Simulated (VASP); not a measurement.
# Bi2Se3 (R-3m) in VASP: electric field gradients with PBEsol

Aim: the electric field gradients of Bi2Se3 with PBEsol.

Everything below comes from runs of VASP 6.6.1. Logs are shortened: lines on timing, memory, paths and dates and some standing lists are left out, and cuts for length are marked.

### Step 1. The cell of the first run

It takes space group R-3m (No. 166, trigonal). Conventional cell: a = 4.130 Å, b = 4.130 Å, c = 28.615 Å, α = 90.00°, β = 90.00°, γ = 120.00°. Within 3.8 Å of Bi (site symmetry 3m) lie 6 Se at 2.85 to 3.06 Å. Se (site symmetry -3m) has 6 Bi at 3.06 Å and 12 Se at 4.13 to 4.22 Å within 4.3 Å. Se (site symmetry 3m) has 3 Bi at 2.85 Å and 3 Se at 3.51 Å within 3.8 Å.

### Step 2. Electric field gradients, PBEsol

Contents of INCAR:

```
PREC = Accurate
ENCUT = 400
EDIFF = 1E-8
ISMEAR = 0
SIGMA = 0.01
LREAL = False
LASPH = True
NELM = 120
ALGO = Normal
ISIF = 2
LWAVE = False
LCHARG = False
GGA = PS
LEFG = True
NBANDS = 32
GGA_COMPAT = False
```

Contents of KPOINTS:

```
regular mesh
0
Gamma
  12 12 12
```

Contents of POSCAR:

```
Bi2Se3
1.0
    2.0651114676      1.1922926617      9.5383163021
   -2.0651114676      1.1922926617      9.5383163021
    0.0000000000     -2.3845853234      9.5383163020
Bi Se
2 3
Direct
    0.4002411096      0.4002411096      0.4002411096
    0.5997588904      0.5997588904      0.5997588904
    0.0000000000      0.0000000000      0.0000000000
    0.2116492651      0.2116492651      0.2116492651
    0.7883507349      0.7883507349      0.7883507349
```

Potentials or basis: VASP PAW PBE potentials, release 64 (Bi_d, Se).

Run with:

```console
$ cat potpaw_PBE.64/Bi_d/POTCAR potpaw_PBE.64/Se/POTCAR > POTCAR
$ mpirun -np 1 vasp_std > vasp.out
```

OUTCAR:

```text
PREC = Accurate
   ENCUT = 400
   EDIFF = 1E-8
   ISMEAR = 0
   LREAL = False
   LASPH = True
   NELM = 120
   ISIF = 2
   GGA = PS

 ion  position               nearest neighbor table
   1  0.400  0.400  0.400-   5 2.85   5 2.85   5 2.85   3 3.06   3 3.06   3 3.06
   2  0.600  0.600  0.600-   4 2.85   4 2.85   4 2.85   3 3.06   3 3.06   3 3.06
   3  0.000  0.000  0.000-   2 3.06   2 3.06   1 3.06   1 3.06   2 3.06   1 3.06
   4  0.212  0.212  0.212-   2 2.85   2 2.85   2 2.85
   5  0.788  0.788  0.788-   1 2.85   1 2.85   1 2.85

  LATTYP: Found a trigonal (rhomboedric) cell.
 ALAT       =     9.8318729164
 COS(alpha) =     0.9117642707

  Lattice vectors:

 A1 = (   2.0651114676,   1.1922926617,   9.5383163021)
 A2 = (  -2.0651114676,   1.1922926617,   9.5383163021)
 A3 = (   0.0000000000,  -2.3845853234,   9.5383163020)

Analysis of symmetry for initial positions (statically):
=====================================================================
 Subroutine PRICEL returns:
 Original cell was already a primitive cell.

 Routine SETGRP: Setting up the symmetry group for a
 trigonal (rhombohedral) supercell.

 Subroutine GETGRP returns: Found 12 space group operations
 (whereof 12 operations were pure point group operations)
 out of a pool of 12 trial point group operations.

The static configuration has the point symmetry D_3d.

Analysis of symmetry for dynamics (positions and initial velocities):
=====================================================================
 Subroutine PRICEL returns:
 Original cell was already a primitive cell.

 Routine SETGRP: Setting up the symmetry group for a
 trigonal (rhombohedral) supercell.

 Subroutine GETGRP returns: Found 12 space group operations
 (whereof 12 operations were pure point group operations)
 out of a pool of 12 trial point group operations.

The dynamic configuration has the point symmetry D_3d.

 Subroutine INISYM returns: Found 12 space group operations
 (whereof 12 operations are pure point group operations),
 and found     1 'primitive' translations

----------------------------------------------------------------------------------------

                                     Primitive cell

  volume of cell :     140.9124

[... 145 lines left out ...]
 cond. band min:       5.0440119862   @ k =   0.0000   0.0000   0.0000
 fundamental gap:      0.1193695215
 Fermi energy:         4.9929906734

 k-point     1 :       0.0000    0.0000    0.0000
  band No.  band energies     occupation
      1     -18.1299      2.00000
      2     -18.1299      2.00000
      3     -18.1277      2.00000
      4     -18.1277      2.00000
      5     -18.1200      2.00000
      6     -18.1173      2.00000
[... 829 lines left out ...]
     31       9.6943      0.00000
     32      10.7309      0.00000

 [... further k-points ...]

------------------------ aborting loop because EDIFF is reached ----------------------------------------

  FORCE on cell =-STRESS in cart. coord.  units (eV):
  Direction    XX          YY          ZZ          XY          YZ          ZX
  --------------------------------------------------------------------------------------
  -------------------------------------------------------------------------------------
  Total        0.0086571      0.0086571      0.0075979      0.0000000      0.0000000      0.0000000
  in kB        0.0984315      0.0984315      0.0863880      0.0000000      0.0000000      0.0000000
  external PRESSURE =       0.0944170 kB  Pullay stress =       0.0000000 kB

 VOLUME and BASIS-vectors are now :
 -----------------------------------------------------------------------------
  energy-cutoff  :      400.00
  volume of cell :      140.91
      direct lattice vectors                 reciprocal lattice vectors
     2.065111468  1.192292662  9.538316302     0.242117681  0.139786708  0.034946769
    -2.065111468  1.192292662  9.538316302    -0.242117681  0.139786708  0.034946769
     0.000000000 -2.384585323  9.538316302     0.000000000 -0.279573417  0.034946769

 POSITION                                       TOTAL-FORCE (eV/Angst)
 -----------------------------------------------------------------------------------
      0.00000      0.00000     11.45288         0.000000     -0.000000     -0.011298
      0.00000      0.00000     17.16207         0.000000      0.000000      0.011298
      0.00000      0.00000      0.00000        -0.000000      0.000000     -0.000000
      0.00000      0.00000      6.05633         0.000000     -0.000000     -0.016209
      0.00000      0.00000     22.55862         0.000000      0.000000      0.016209
 -----------------------------------------------------------------------------------
    total drift:                                0.000000      0.000000      0.000000

  FREE ENERGIE OF THE ION-ELECTRON SYSTEM (eV)
  ---------------------------------------------------
  free  energy   TOTEN  =       -22.0492475224 eV

  energy  without entropy=      -22.0492475224  energy(sigma->0) =      -22.04924752

 Electric field gradients (V/A^2)
---------------------------------------------------------------------
 ion       V_xx      V_yy      V_zz      V_xy      V_xz      V_yz
---------------------------------------------------------------------
   1      -4.720    -4.720     9.440    -0.000     0.000    -0.000
   2      -4.720    -4.720     9.440    -0.000    -0.000    -0.000
   3     -33.715   -33.715    67.429     0.000     0.000    -0.000
   4       6.799     6.799   -13.598    -0.000    -0.000    -0.000
   5       6.799     6.799   -13.598     0.000    -0.000    -0.000
---------------------------------------------------------------------

 Electric field gradients after diagonalization (V/A^2)
 (convention: |V_zz| > |V_xx| > |V_yy|)
----------------------------------------------------------------------
 ion       V_xx      V_yy      V_zz     asymmetry (V_yy - V_xx)/ V_zz
----------------------------------------------------------------------
   1      -4.720    -4.720     9.440       0.000
   2      -4.720    -4.720     9.440       0.000
   3     -33.715   -33.715    67.429       0.000
   4       6.799     6.799   -13.598       0.000
   5       6.799     6.799   -13.598       0.000
----------------------------------------------------------------------

           NMR quadrupolar parameters

 Cq : quadrupolar parameter    Cq=e*Q*V_zz/h
 eta: asymmetry parameters     (V_yy - V_xx)/ V_zz
 Q  : nuclear electric quadrupole moment in mb (millibarn)
----------------------------------------------------------------------
 ion       Cq(MHz)       eta       Q (mb)
----------------------------------------------------------------------
   1       0.023       0.000       1.000
   2       0.023       0.000       1.000
   3       0.163       0.000       1.000
   4      -0.033       0.000       1.000
   5      -0.033       0.000       1.000
----------------------------------------------------------------------
```

OSZICAR:

```text
N       E                     dE             d eps       ncg     rms          rms(c)
DAV:   1     0.423204260074E+03    0.42320E+03   -0.19924E+04 12112   0.130E+03
DAV:   2     0.240872799618E+02   -0.39912E+03   -0.38220E+03 12824   0.368E+02
DAV:   3    -0.210306946833E+02   -0.45118E+02   -0.43175E+02 15928   0.137E+02
DAV:   4    -0.227177042280E+02   -0.16870E+01   -0.16805E+01 13496   0.289E+01
DAV:   5    -0.227742857917E+02   -0.56582E-01   -0.56573E-01 17144   0.514E+00    0.507E+00
DAV:   6    -0.220526572225E+02    0.72163E+00   -0.91970E-01 16880   0.717E+00    0.316E+00
DAV:   7    -0.220485704881E+02    0.40867E-02   -0.31642E-01 13592   0.235E+00    0.164E+00
DAV:   8    -0.220495184701E+02   -0.94798E-03   -0.40873E-02 15432   0.103E+00    0.513E-01
DAV:   9    -0.220491318479E+02    0.38662E-03   -0.17629E-03 15584   0.400E-01    0.117E-01
DAV:  10    -0.220492207714E+02   -0.88923E-04   -0.10271E-03 13568   0.154E-01    0.510E-02
DAV:  11    -0.220492341507E+02   -0.13379E-04   -0.88416E-05 14232   0.572E-02    0.308E-02
DAV:  12    -0.220492473189E+02   -0.13168E-04   -0.30524E-05 13768   0.260E-02    0.666E-03
DAV:  13    -0.220492476205E+02   -0.30161E-06   -0.26413E-06 16672   0.131E-02    0.332E-03
DAV:  14    -0.220492475312E+02    0.89311E-07   -0.42896E-07 14136   0.361E-03    0.129E-03
DAV:  15    -0.220492475173E+02    0.13898E-07   -0.50254E-08 12272   0.161E-03    0.293E-04
DAV:  16    -0.220492475224E+02   -0.50914E-08   -0.10141E-08  9776   0.672E-04
   1 F= -.22049248E+02 E0= -.22049248E+02  d E =-.161599E-16
```

Wall time 77 min (1 thread of Intel Xeon 8259CL, shared host); peak memory 0.88 GiB.

What came out:

- Free energy: -22.0492 eV
- Pressure: 0.0 GPa
- Largest force: 0.016 eV/Å
- Band gap on the k mesh: 0.12 eV
- Largest electric field gradient by atom: Bi +9.4; Se +67.4, -13.6 (each value once) V/Å²

Forces on the atoms (eV/Å):
```
Bi   0.000  0.000 -0.011
Bi   0.000  0.000  0.011
Se   0.000  0.000  0.000
Se   0.000  0.000 -0.016
Se   0.000  0.000  0.016
```

Levels at points of the mesh, in eV from the valence-band top:
```csv
k point,band 20,band 21,band 22,band 23,band 24,band 25,band 26,band 27,band 28,band 29
"(0.00, 0.00, 0.00)",-1.85,-1.85,-1.23,-1.23,0.00,0.12,1.33,1.33,2.08,2.70
"(0.50, 0.00, 0.00)",-3.07,-3.03,-2.23,-1.26,-0.58,0.76,1.84,2.92,3.08,3.91
"(0.50, 0.50, 0.00)",-2.58,-1.96,-1.94,-1.70,-1.04,1.26,1.88,2.52,2.96,3.49
"(0.50, 0.50, 0.50)",-1.61,-1.57,-1.43,-1.43,-0.52,0.61,1.64,1.64,2.00,2.36
```

Electric field gradients, principal values (V/Å²):
| atom | least | middle | greatest (by size) |
| --- | --- | --- | --- |
| 1 Bi | -4.720 | -4.720 | 9.440 |
| 2 Bi | -4.720 | -4.720 | 9.440 |
| 3 Se | -33.715 | -33.715 | 67.429 |
| 4 Se | 6.799 | 6.799 | -13.598 |
| 5 Se | 6.799 | 6.799 | -13.598 |

Caveat: without QUAD_EFG the Cq values of the log hold for a quadrupole moment of 1 mb, not for the nuclei; the PAW data sets were made with another functional, which shifts forces and pressure a little; spin-orbit coupling is left out, which moves the levels of the heavy elements.
